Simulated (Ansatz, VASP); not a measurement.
# AlGaN2 in VASP and in Ansatz

```
Al Ga N
1.0
     3.11529    0.00000    0.00000
     0.00000    3.11529    0.00000
     0.00000    0.00000    4.12127
Al Ga N
1 1 2
Direct
  0.50000 0.50000 0.50000
  0.00000 0.00000 0.00000
  0.50000 0.00000 0.73873
  0.00000 0.50000 0.26127
```

Change from the starting cell: strain along c alone, the other axes held, atoms relaxed: -6.0 %.

Alike in both runs: functional LDA; k mesh 8 × 8 × 6; occupations gaussian, width 0.02 eV; no spin polarisation.

Ansatz relaxed the structure, and its values are those at the end. VASP's run is a single point on that final structure, the one shown.

|  | VASP | Ansatz |
| --- | --- | --- |
| version | VASP 6.6.1 | Ansatz 0.2.0 |
| potentials or method | VASP PAW LDA potentials, release 64 (Al, Ga_d, N_h), cutoff 910 eV | scalar-relativistic, plane waves, PAW |
| valence electrons in the cell | 26 | 26 |

|  | VASP | Ansatz | Ansatz less VASP |
| --- | --- | --- | --- |
| gap on the k mesh at the Fermi level (eV) | 3.44 | 3.46 | +0.017 |
| least direct gap on the mesh (eV) | 3.44 | 3.46 | +0.017 |
| rms of the force components (eV/Å) | 0.011 | 0.000 | -0.0106 |

LDA's correlation is that of Perdew and Zunger in VASP and of Perdew and Wang (1992) in Ansatz. Ansatz's warnings: stress scf threshold loose.

Noted on VASP's run: the cutoff is short for stress, so the pressure is rough.
